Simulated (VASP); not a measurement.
Wanted: the native input for a VASP 6.6.1 run.

| Property | Result |
| --- | --- |
| Task | electric field gradients |
| Functional | LDA |
| Potentials or basis | VASP PAW LDA potentials, release 64 (Sc_sv, Cu) |
| Cutoff | 520 eV |
| k mesh | 11 × 11 × 11 |
| Occupations | fermi-dirac, width 0.05 eV |
| Spin | no spin polarisation |
| Dipole correction | no |
| Further INCAR settings | ALGO = Normal; EDIFF = 1e-08; NBANDS = 18 |

The structure of ScCu lies in POSCAR:

```
ScCu
1.0
    3.2560000000      0.0000000000      0.0000000000
    0.0000000000      3.2560000000      0.0000000000
    0.0000000000      0.0000000000      3.2560000000
Sc Cu
1 1
Direct
    0.5000000000      0.5000000000      0.5000000000
    0.0000000000      0.0000000000      0.0000000000
```

One way to write it, as run:

INCAR

```
SYSTEM = ScCu
PREC = Accurate ; ENCUT = 520
EDIFF = 1E-8 ; ISMEAR = -1
SIGMA = 0.05 ; LREAL = .FALSE.
LASPH = .TRUE. ; NELM = 80
ALGO = Normal ; ISIF = 2
LWAVE = .FALSE. ; LCHARG = .FALSE.
LEFG = .TRUE. ; NBANDS = 18
```

KPOINTS

```
Automatic mesh
0
G
  11 11 11
  0 0 0
```

Potentials or basis: VASP PAW LDA potentials, release 64 (Sc_sv, Cu).

Command:

```bash
$ cat potpaw_LDA.64/Sc_sv/POTCAR potpaw_LDA.64/Cu/POTCAR > POTCAR
$ mpirun -np 1 vasp_std > vasp.out
```

It gave:

```json
{"Pressure": "-7.1 GPa", "Band gap on the k mesh": "zero (band 11 reaches 5.77 eV, above the bottom of band 12 at 3.95 eV)"}
```

Caveat: without QUAD_EFG the Cq values of the log hold for a quadrupole moment of 1 mb, not for the nuclei.

Run time: 21 s on 1 thread of Intel(R) Xeon(R) Platinum 8375C CPU @ 2.90GHz (Ice Lake) (shared host), peak memory 0.15 GiB.
